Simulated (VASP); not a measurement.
Input of a VASP 6.6.1 run:

Contents of INCAR:

```
SYSTEM = Hg
PREC = Accurate
ENCUT = 600
EDIFF = 1E-6
ISMEAR = -1
SIGMA = 0.05
LREAL = .FALSE.
LASPH = .TRUE.
NELM = 100
ALGO = Fast
ISIF = 3
LWAVE = .FALSE.
LCHARG = .FALSE.
GGA = PS
IBRION = 2
NSW = 60
EDIFFG = -0.01
PSTRESS = 300.0
```

File KPOINTS:

```
Automatic mesh
0
G
  9 9 5
  0 0 0
```

Contents of POSCAR:

```
Hg
1.0
    3.4618096384      0.0000000000      0.0000000000
   -1.7309048192      2.9980150899      0.0000000000
    0.0000000000      0.0000000000      5.4875482800
Hg
2
Direct
    0.3333333333      0.6666666667      0.2500000000
    0.6666666667      0.3333333333      0.7500000000
```

Potentials or basis: VASP PAW PBE potentials, release 64 (Hg).

Run with:

```console
$ cat potpaw_PBE.64/Hg/POTCAR > POTCAR
$ mpirun -np 1 vasp_std > vasp.out
```

(1) What does it give for the band gap on the k mesh?

(2) What does it give for the space group after relaxing (to 0.1 Å)?

Answers

(1) zero (bands 12 and 13 overlap by 1.92 eV).

(2) P6_3/mmc (No. 194).

Caveat: the cell is relaxed towards a set pressure, so the run minimises the enthalpy, not the energy; spin-orbit coupling is left out, which moves the levels of the heavy elements.
